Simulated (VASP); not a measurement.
A run of VASP 6.6.1 is set up as follows.

INCAR

```
SYSTEM = HfO2
PREC     = Accurate       ! precision mode
ENCUT    = 520            ! plane-wave cutoff, eV
EDIFF    = 1E-7           ! SCF threshold, eV
ISMEAR   = -1             ! smearing method
SIGMA    = 0.02           ! smearing width, eV
LREAL    = .False.        ! projectors in reciprocal space
LASPH    = .True.         ! aspherical terms in the spheres
NELM     = 60             ! most SCF steps
ALGO     = Normal         ! electronic algorithm
ISIF     = 2              ! what is computed and relaxed
LWAVE    = .False.        ! write WAVECAR
LCHARG   = .True.         ! write CHGCAR
GGA      = PE             ! functional
LELF     = .True.         ! ELF
LVHAR    = .True.       
NBANDS   = 18             ! bands
```

File KPOINTS:

```
regular mesh
0
Gamma
  8 8 8
  0 0 0
```

File POSCAR:

```
HfO2
1.0
    0.0000000000      2.5544741425      2.5544741425
    2.5544741425      0.0000000000      2.5544741425
    2.5544741425      2.5544741425      0.0000000000
Hf O
1 2
Direct
    0.0000000000      0.0000000000      0.0000000000
    0.2500000000      0.2500000000      0.2500000000
    0.7500000000      0.7500000000      0.7500000000
```

Potentials or basis: VASP PAW PBE potentials, release 64 (Hf_pv, O).

Run with:

```sh
$ cat potpaw_PBE.64/Hf_pv/POTCAR potpaw_PBE.64/O/POTCAR > POTCAR
$ mpirun -np 1 vasp_std > vasp.out
```

Task: Estimate the pressure.

Result: -5.2 GPa.

Task: What does it give for the band gap on the k mesh?

Result: 3.74 eV, direct.

Caveat: the cell differs from its parent crystal (strain +1.0%); spin-orbit coupling is left out, which moves the levels of the heavy elements. A k mesh can miss the band edges.
